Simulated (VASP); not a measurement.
# CdF3 (Pmmn) in VASP: relaxation of cell and atoms with PBE

Aim: the relaxation of cell and atoms of CdF3 with PBE.

Everything below comes from runs of VASP 6.6.1. Logs are shortened: lines on timing, memory, paths and dates and some standing lists are left out, and cuts for length are marked.

## Step 1: The cell of the first run

It takes space group Pmmn (No. 59, orthorhombic). Conventional cell: a = 3.737 Å, b = 5.488 Å, c = 6.223 Å, α = 90.00°, β = 90.00°, γ = 90.00°. Cd (site symmetry mm2) has 7 F at 2.07 to 2.32 Å within 2.7 Å. Within 3.2 Å of F (site symmetry m) lie 3 Cd at 2.30 to 2.32 Å and 7 F at 2.61 to 3.11 Å. Within 2.7 Å of F (site symmetry mm2) lie 1 Cd at 2.07 Å and 2 F at 2.70 Å.

The cell was built from a structure type or drawn by symmetry, and may not be a known phase.

## Step 2: Relaxation of cell and atoms, PBE

Contents of INCAR:

```
SYSTEM = CdF3
ALGO = Normal
EDIFF = 1E-7
EDIFFG = -0.04
ENCUT = 600
GGA = PE
IBRION = 2
ISIF = 3
ISMEAR = 0
LASPH = .True.
LCHARG = .False.
LREAL = .False.
LWAVE = .False.
NELM = 80
NSW = 90
PREC = Accurate
SIGMA = 0.1
```

Contents of KPOINTS:

```
k-points
0
Gamma
  6 4 4
  0 0 0
```

Contents of POSCAR:

```
CdF3
1.0
    3.7370631905      0.0000000000      0.0000000000
    0.0000000000      5.4877171654      0.0000000000
    0.0000000000      0.0000000000      6.2226295297
Cd F
2 6
Direct
    0.0000000000      0.5000000000      0.1510396411
    0.5000000000      0.0000000000      0.8489603589
    0.0000000000      0.7555922238      0.8538430837
    0.0000000000      0.2444077762      0.8538430837
    0.5000000000      0.2555922238      0.1461569163
    0.5000000000      0.7444077762      0.1461569163
    0.0000000000      0.5000000000      0.4833323230
    0.5000000000      0.0000000000      0.5166676770
```

Potentials or basis: VASP PAW PBE potentials, release 64 (Cd, F).

Run with:

```bash
cat potpaw_PBE.64/Cd/POTCAR potpaw_PBE.64/F/POTCAR > POTCAR
mpirun -np 1 vasp_std > vasp.out
```

OUTCAR:

```text
SYSTEM = CdF3
   EDIFF = 1E-7
   EDIFFG = -0.04
   ENCUT = 600
   GGA = PE
   IBRION = 2
   ISIF = 3
   ISMEAR = 0
   LASPH = .True.
   LREAL = .False.
   NELM = 80
   NSW = 90
   PREC = Accurate

 ion  position               nearest neighbor table
   1  0.000  0.500  0.151-   7 2.07   6 2.30   5 2.30   5 2.30   6 2.30   4 2.32   3 2.32
   2  0.500  0.000  0.849-   8 2.07   4 2.30   3 2.30   3 2.30   4 2.30   6 2.32   5 2.32
   3  0.000  0.756  0.854-   2 2.30   2 2.30   1 2.32
   4  0.000  0.244  0.854-   2 2.30   2 2.30   1 2.32
   5  0.500  0.256  0.146-   1 2.30   1 2.30   2 2.32
   6  0.500  0.744  0.146-   1 2.30   1 2.30   2 2.32
   7  0.000  0.500  0.483-   1 2.07
   8  0.500  0.000  0.517-   2 2.07

  LATTYP: Found a simple orthorhombic cell.
 ALAT       =     3.7370631905
 B/A-ratio  =     1.4684571509
 C/A-ratio  =     1.6651122051

  Lattice vectors:

 A1 = (   3.7370631905,   0.0000000000,   0.0000000000)
 A2 = (   0.0000000000,   5.4877171654,   0.0000000000)
 A3 = (   0.0000000000,   0.0000000000,   6.2226295297)

Analysis of symmetry for initial positions (statically):
=====================================================================
 Subroutine PRICEL returns:
 Original cell was already a primitive cell.

 Routine SETGRP: Setting up the symmetry group for a
 simple orthorhombic supercell.

 Subroutine GETGRP returns: Found  8 space group operations
 (whereof  4 operations were pure point group operations)
 out of a pool of  8 trial point group operations.

The static configuration has the point symmetry C_2v.
 The point group associated with its full space group is D_2h.

Analysis of symmetry for dynamics (positions and initial velocities):
=====================================================================
 Subroutine PRICEL returns:
 Original cell was already a primitive cell.

 Routine SETGRP: Setting up the symmetry group for a
 simple orthorhombic supercell.

 Subroutine GETGRP returns: Found  8 space group operations
 (whereof  4 operations were pure point group operations)
 out of a pool of  8 trial point group operations.

The dynamic configuration has the point symmetry C_2v.
 The point group associated with its full space group is D_2h.

 Subroutine INISYM returns: Found  8 space group operations
 (whereof  4 operations are pure point group operations),
 and found     1 'primitive' translations

----------------------------------------------------------------------------------------

                                     Primitive cell

  volume of cell :     127.6133

  direct lattice vectors                    reciprocal lattice vectors
     3.737063190  0.000000000  0.000000000     0.267589802  0.000000000  0.000000000
     0.000000000  5.487717165  0.000000000     0.000000000  0.182225135  0.000000000
     0.000000000  0.000000000  6.222629530     0.000000000  0.000000000  0.160703766

  length of vectors
     3.737063190  5.487717165  6.222629530     0.267589802  0.182225135  0.160703766

  position of ions in fractional coordinates (direct lattice)
     0.000000000  0.500000000  0.151039641
     0.500000000  0.000000000  0.848960359
     0.000000000  0.755592224  0.853843084
     0.000000000  0.244407776  0.853843084
     0.500000000  0.255592224  0.146156916
     0.500000000  0.744407776  0.146156916
     0.000000000  0.500000000  0.483332323
     0.500000000  0.000000000  0.516667677

  ion indices of the primitive-cell ions
   primitive index   ion index
                 1           1
                 2           2
                 3           3
                 4           4
                 5           5
                 6           6
                 7           7
                 8           8

----------------------------------------------------------------------------------------

 KPOINTS: k-points

Automatic generation of k-mesh.
 Grid dimensions read from file:
 generate k-points for:    6    4    4

 Generating k-lattice:

  Cartesian coordinates                     Fractional coordinates (reciprocal lattice)
     0.044598300  0.000000000  0.000000000     0.166666667  0.000000000  0.000000000
     0.000000000  0.045556284  0.000000000     0.000000000  0.250000000  0.000000000
     0.000000000  0.000000000  0.040175942     0.000000000  0.000000000  0.250000000

  Length of vectors
     0.044598300  0.045556284  0.040175942

  Shift w.r.t. Gamma in fractional coordinates (k-lattice)
     0.000000000  0.000000000  0.000000000

 Subroutine IBZKPT returns following result:
 ===========================================

 Found     36 irreducible k-points:

 Following reciprocal coordinates:
            Coordinates               Weight
  0.000000  0.000000  0.000000      1.000000
  0.166667  0.000000  0.000000      2.000000
  0.333333  0.000000  0.000000      2.000000
  0.500000  0.000000  0.000000      1.000000
  0.000000  0.250000  0.000000      2.000000
  0.166667  0.250000  0.000000      4.000000
[... 16 lines left out ...]
  0.333333  0.500000  0.250000      4.000000
  0.500000  0.500000  0.250000      2.000000
 [... further k-points ...]
   k-points           NKPTS =     36   k-points in BZ     NKDIM =     36   number of bands    NBANDS=     39
   number of dos      NEDOS =    301   number of ions     NIONS =      8
   total plane-waves  NPLWV =  72000
   dimension x,y,z NGX =    30 NGY =   48 NGZ =   50
   dimension x,y,z NGXF=    60 NGYF=   96 NGZF=  100
   ions per type =               2   6
   NGX,Y,Z   is equivalent  to a cutoff of  13.35, 14.54, 13.36 a.u.
   NGXF,Y,Z  is equivalent  to a cutoff of  26.69, 29.08, 26.72 a.u.
 SYSTEM =  CdF3
   PREC   = accura    normal or accurate (medium, high low for compatibility)
   ISTART =      0    job   : 0-new  1-cont  2-samecut
   ICHARG =      2    charge: 1-file 2-atom 10-const
   ISPIN  =      1    spin polarized calculation?
   LNONCOLLINEAR =      F non collinear calculations
   LSORBIT =      F    spin-orbit coupling
   LASPH  =      T    aspherical Exc in radial PAW
   ENCUT  =  600.0 eV  44.10 Ry    6.64 a.u.   7.46 10.96 12.43*2*pi/ulx,y,z
   NELM   =     80;   NELMIN=  2; NELMDL= -5     # of ELM steps
   EDIFF  = 0.1E-06   stopping-criterion for ELM
   LREAL  =      F    real-space projection
   EDIFFG = -.4E-01   stopping-criterion for IOM
   NSW    =     90    number of steps for IOM
   IBRION =      2    ionic relax: 0-MD 1-quasi-New 2-CG
   NFREE  =      1    steps in history (QN), initial steepest desc. (CG)
   ISIF   =      3    stress and relaxation
   ISYM   =      2    0-nonsym 1-usesym 2-fastsym
   POTIM  = 0.5000    time-step for ionic-motion
   TEBEG  =    0.0;   TEEND  =   0.0 temperature during run
   PSTRESS=    0.0 pullay stress
   NELECT =      66.0000    total number of electrons
   NUPDOWN=      -1.0000    fix difference up-down
   EMIN   =  10.00;   EMAX   =-10.00  energy-range for DOS
   EFERMI =   0.00;   METHOD = LEGACY
   ISMEAR =     0;   SIGMA  =   0.10  broadening in eV -4-tet -1-fermi 0-gaus
   EFERMI_NEDOS =   21; number of points for ismear=-14 and -15
   IALGO  =     38    algorithm
   IMIX   =      4    mixing-type and parameters
     AMIX     =   0.40;   BMIX     =  1.00
     AMIX_MAG =   1.60;   BMIX_MAG =  1.00
  volume/ion in A,a.u.               =      15.95       107.65
  Fermi-wavevector in a.u.,A,eV,Ry     =   1.314087  2.483264 23.494874  1.726825
  Thomas-Fermi vector in A             =   2.444364
   LORBIT       =      0    0 simple, 1 ext, 2 COOP (PROOUT), +10 PAW based schemes
   GGA     = PE    functional components
   LHFCALC =     F    Hartree Fock is set to
   AEXX    =    0.0000 exact exchange contribution
   IVDW    =     0    specifies the selected vdW correction
   LEPSILON=     F    determine dielectric tensor
   LRPA    =     F    only Hartree local field effects (RPA)
 conjugate gradient relaxation of ions
 non-spin polarized calculation
 Gauss-broadening in eV      SIGMA  =   0.10
  energy-cutoff  :      600.00
  volume of cell :      127.61
 maximum number of plane-waves:      4292
 NGX is ok and might be reduce to    30
   NGX = 15   NGY = 21   NGZ = 25

--------------------------------------- Ionic step        1  -------------------------------------------

 number of electron      66.0000005 magnetization

 Free energy of the ion-electron system (eV)
  ---------------------------------------------------
  ext. energy  EPLUGINS =         0.00000000
  ---------------------------------------------------
  free energy    TOTEN  =       -23.36545725 eV

  energy without entropy =      -23.25806228  energy(sigma->0) =      -23.31175977

------------------------ aborting loop because EDIFF is reached ----------------------------------------

  FORCE on cell =-STRESS in cart. coord.  units (eV):
  Direction    XX          YY          ZZ          XY          YZ          ZX
  --------------------------------------------------------------------------------------
  -------------------------------------------------------------------------------------
  Total        0.2070995      0.4257805      0.5713395      0.0000000      0.0000000      0.0000000
  in kB        2.6001211      5.3456461      7.1731306      0.0000000      0.0000000      0.0000000
  external PRESSURE =       5.0396326 kB  Pullay stress =       0.0000000 kB
[... 107 lines left out ...]
  FREE ENERGIE OF THE ION-ELECTRON SYSTEM (eV)
  ---------------------------------------------------
  free  energy   TOTEN  =       -23.3702306287 eV

  energy  without entropy=      -23.2565291459  energy(sigma->0) =      -23.31337989

[... ionic steps 4 to 9 ...]

--------------------------------------- Ionic step       10  -------------------------------------------

 number of electron      65.9999976 magnetization

------------------------ aborting loop because EDIFF is reached ----------------------------------------

  FORCE on cell =-STRESS in cart. coord.  units (eV):
  Direction    XX          YY          ZZ          XY          YZ          ZX
  --------------------------------------------------------------------------------------
  -------------------------------------------------------------------------------------
  Total        0.4567785     -0.1593625     -0.0365899      0.0000000      0.0000000      0.0000000
  in kB        5.7888730     -2.0196422     -0.4637132      0.0000000      0.0000000      0.0000000
  external PRESSURE =       1.1018392 kB  Pullay stress =       0.0000000 kB
[... 69 lines left out ...]
  energy  without entropy=      -23.2662517483  energy(sigma->0) =      -23.32386209

--------------------------------------- Ionic step       12  -------------------------------------------

 number of electron      65.9999986 magnetization

 Free energy of the ion-electron system (eV)
  ---------------------------------------------------
  ext. energy  EPLUGINS =         0.00000000
  ---------------------------------------------------
  free energy    TOTEN  =       -23.38416884 eV

  energy without entropy =      -23.26779019  energy(sigma->0) =      -23.32597951

 E-fermi :  -3.5885     XC(G=0):  -8.8905

 val. band max:       -3.5909281092   @ k =   0.3333   0.5000   0.0000
 cond. band min:      -3.5861124128   @ k =   0.1667   0.2500   0.2500
 fundamental gap:      0.0048156964
 Fermi energy:        -3.5884725011

 k-point     1 :       0.0000    0.0000    0.0000
  band No.  band energies     occupation
      1     -24.1763      2.00000
      2     -23.8214      2.00000
      3     -23.6858      2.00000
      4     -23.4045      2.00000
      5     -23.0851      2.00000
      6     -23.0375      2.00000
[... 997 lines left out ...]
     38       6.6659      0.00000
     39       8.7300      0.00000

 [... further k-points ...]

------------------------ aborting loop because EDIFF is reached ----------------------------------------

  FORCE on cell =-STRESS in cart. coord.  units (eV):
  Direction    XX          YY          ZZ          XY          YZ          ZX
  --------------------------------------------------------------------------------------
  -------------------------------------------------------------------------------------
  Total        0.2580394     -0.0847439     -0.1008482      0.0000000      0.0000000      0.0000000
  in kB        3.2864856     -1.0793296     -1.2844404      0.0000000      0.0000000      0.0000000
  external PRESSURE =       0.3075719 kB  Pullay stress =       0.0000000 kB
[... 23 lines left out ...]
  FREE ENERGIE OF THE ION-ELECTRON SYSTEM (eV)
  ---------------------------------------------------
  free  energy   TOTEN  =       -23.3841688406 eV

  energy  without entropy=      -23.2677901876  energy(sigma->0) =      -23.32597951

 reached required accuracy - stopping structural energy minimisation
```

Wall time 41 min (1 thread of Oxide Virtual Turin-like, shared host); peak memory 0.33 GiB.

Results:

| Property | Result |
| --- | --- |
| Free energy | -23.3842 eV |
| Relaxed volume | 15.72 Å³/atom |
| Relaxed cell | a = 3.711 Å, b = 5.612 Å, c = 6.041 Å, α = 90.00°, β = 90.00°, γ = 90.00° |
| Space group after relaxing (to 0.1 Å) | Pmmn (No. 59) |
| Energy gained by relaxing | 2.3 meV/atom |
| Ionic steps | 12 |
| Pressure after relaxing | 0.0 GPa |
| Largest force after relaxing | 0.021 eV/Å |
| Band gap on the k mesh | zero (bands 33 and 34 overlap by 0.19 eV) |

Forces in eV/Å, atoms in the order of the input:
```
Cd   0.000  0.000  0.021
Cd   0.000  0.000 -0.021
F    0.000  0.014 -0.010
F    0.000 -0.014 -0.010
F    0.000  0.014  0.010
F    0.000 -0.014  0.010
F    0.000  0.000 -0.008
F    0.000  0.000  0.008
```

The path:
```csv
step,energy change (eV),largest force (eV/Å),pressure (GPa),volume (Å³)
1,0.0000,0.2029,0.50,127.61
2,-0.0047,0.0512,-0.03,128.54
3,-0.0048,0.0402,-0.07,128.62
4,-0.0058,0.0443,-0.10,128.60
5,-0.0082,0.0564,-0.20,128.54
6,-0.0102,0.0824,-0.35,128.41
7,-0.0109,0.0755,-0.32,128.25
8,-0.0127,0.0594,-0.21,127.76
9,-0.0146,0.0436,0.02,126.78
10,-0.0147,0.0486,0.11,126.42
11,-0.0160,0.0401,0.09,126.27
12,-0.0187,0.0208,0.03,125.80
```

Final structure:
```cif
data_structure
_symmetry_space_group_name_H-M 'P 1'
_symmetry_Int_Tables_number 1
_cell_length_a 3.7109
_cell_length_b 5.6117
_cell_length_c 6.0407
_cell_angle_alpha 90.000
_cell_angle_beta 90.000
_cell_angle_gamma 90.000
_cell_volume 125.80
loop_
_atom_site_label
_atom_site_type_symbol
_atom_site_fract_x
_atom_site_fract_y
_atom_site_fract_z
_atom_site_occupancy
Cd1 Cd 0.00000 0.50000 0.15191 1
Cd2 Cd 0.50000 0.00000 0.84809 1
F1 F 0.00000 0.75613 0.84727 1
F2 F 0.00000 0.24387 0.84727 1
F3 F 0.50000 0.25613 0.15273 1
F4 F 0.50000 0.74387 0.15273 1
F5 F 0.00000 0.50000 0.50011 1
F6 F 0.50000 0.00000 0.49989 1
```
